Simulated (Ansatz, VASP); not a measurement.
## GaSb: VASP beside Ansatz

Contents of INCAR:

```
ALGO = Normal
EDIFF = 1E-7
ENCUT = 520
GGA = PE
ISIF = 2
ISMEAR = -1
LASPH = T
LCHARG = F
LREAL = F
LWAVE = F
NBANDS = 16
NELM = 60
PREC = Accurate
SIGMA = 0.02
```

KPOINTS

```
k-points
0
Gamma
  8 8 8
```

File POSCAR:

```
GaSb
1.0
    0.0000000000      3.0658787979      3.1578551619
    3.0658787979      0.0000000000      3.1578551619
    3.0658787979      3.0658787979      0.0000000000
Ga Sb
1 1
Direct
    0.0000000000      0.0000000000      0.0000000000
    0.2500000000      0.2500000000      0.2500000000
```

Input for Ansatz:

```yaml
crystal:
  lattice:
    - [0.0, 3.0658787979, 3.1578551619]
    - [3.0658787979, 0.0, 3.1578551619]
    - [3.0658787979, 3.0658787979, 0.0]
  atoms:
    - { symbol: Ga, position: [0.0, 0.0, 0.0] }
    - { symbol: Sb, position: [0.25, 0.25, 0.25] }
kpoints:
  mp_grid: { grid: [8, 8, 8] }
  band_path:
    path:
      - [0.0, 0.0, 0.0]
      - [-0.5, -0.5, 0.0]
      - [-0.375, -0.375, 0.25]
      - [-0.375, 0.0, 0.375]
      - [0.0, 0.0, 0.5]
      - [-0.5, -0.25, 0.25]
      - [-0.013184, -0.013184, 0.0]
    npoints: 1
hamiltonian:
  xc: pbe
scf:
  occupations: { method: fermi_dirac, width: 0.02 }
  n_extra_bands: 4
output:
  forces: true
  stress: true
  eigenvalues: true
  write_density: true
  write_potential: true
  elf: true
  volumetric_format: npy
```

Change from the starting cell: uniaxial_z strain +3.0%.

Alike in both runs: task single point; functional PBE; k mesh 8 × 8 × 8; occupations fermi-dirac, width 0.02 eV; no spin polarisation.

|  | VASP | Ansatz |
| --- | --- | --- |
| version | VASP 6.6.1 | Ansatz 0.2.0 |
| potentials or method | VASP PAW PBE potentials, release 64 (Ga_d, Sb) | plane waves, PAW |
| plane-wave cutoff (eV) | 520 | 420 |
| valence electrons in the cell | 18 | 28 |

|  | VASP | Ansatz | Ansatz less VASP |
| --- | --- | --- | --- |
| pressure (GPa) | 0.6 | 0.5 | -0.07 |
| traceless stress, the component that is largest in VASP (GPa) | -0.86 | -0.87 | -0.003 |

VASP's potentials hold 18 valence electrons a cell and Ansatz's 28, so a difference there can come from the potentials and not from the codes.

Spin-orbit coupling is off throughout.
